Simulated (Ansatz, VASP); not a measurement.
**Two plane-wave programs on AlRu**

File INCAR:

```
PREC = Accurate
ENCUT = 520
EDIFF = 1E-6
ISMEAR = 0
SIGMA = 0.15
LREAL = False
LASPH = True
NELM = 60
ALGO = Fast
ISIF = 2
LWAVE = False
LCHARG = False
GGA = PE
NBANDS = 16
```

File KPOINTS:

```
Automatic mesh
0
Gamma
  20 20 20
```

POSCAR

```
AlRu
1.0
    3.0040847246      0.0000000000      0.0000000000
    0.0000000000      3.0040847246      0.0000000000
    0.0000000000      0.0000000000      3.0040847246
Al Ru
1 1
Direct
    0.0000000000      0.0000000000     -0.1497960415
    0.5000000000      0.5000000000      0.5000000000
```

Input for Ansatz:

```yaml
crystal:
  lattice:
    - [3.0040847246, 0.0, 0.0]
    - [0.0, 3.0040847246, 0.0]
    - [0.0, 0.0, 3.0040847246]
  atoms:
    - { symbol: Al, position: [0.0, 0.0, -0.1497960415] }
    - { symbol: Ru, position: [0.5, 0.5, 0.5] }
basis:
  ecutwfc: 420
kpoints:
  mp_grid: { grid: [20, 20, 20] }
hamiltonian:
  xc: pbe
scf:
  occupations: { method: gaussian, width: 0.15 }
output:
  forces: true
  stress: true
  eigenvalues: true
```

Alike in both runs: task single point; functional PBE; k mesh 20 × 20 × 20; occupations gaussian, width 0.15 eV; no spin polarisation.

```csv
,VASP,Ansatz
version,VASP 6.6.1,Ansatz 0.2.0
potentials or method,"VASP PAW PBE potentials, release 64 (Al, Ru_pv), cutoff 520 eV","scalar-relativistic, plane waves, PAW"
valence electrons in the cell,17,19
```

VASP gave:

```
gap on the k mesh at the Fermi level (eV)                     : none
pressure (GPa)                                                : 14.0
traceless stress, the component that is largest in VASP (GPa) : -10.56
rms of the force components (eV/Å)                            : 1.821
```

Question: Which values does Ansatz return?

Answer: gap on the k mesh at the Fermi level (eV): none; pressure (GPa): 13.9; traceless stress, the component that is largest in VASP (GPa): -10.43; rms of the force components (eV/Å): 1.812.

Atom by atom the forces differ by 0.009 eV/Å (rms over components). A gap of «none» marks a metal or a gap that the smearing closes. The functional is the same, so the differences come from potentials, cutoffs and numerics. VASP's potentials hold 17 valence electrons a cell and Ansatz's 19, so a difference there can come from the potentials and not from the codes.
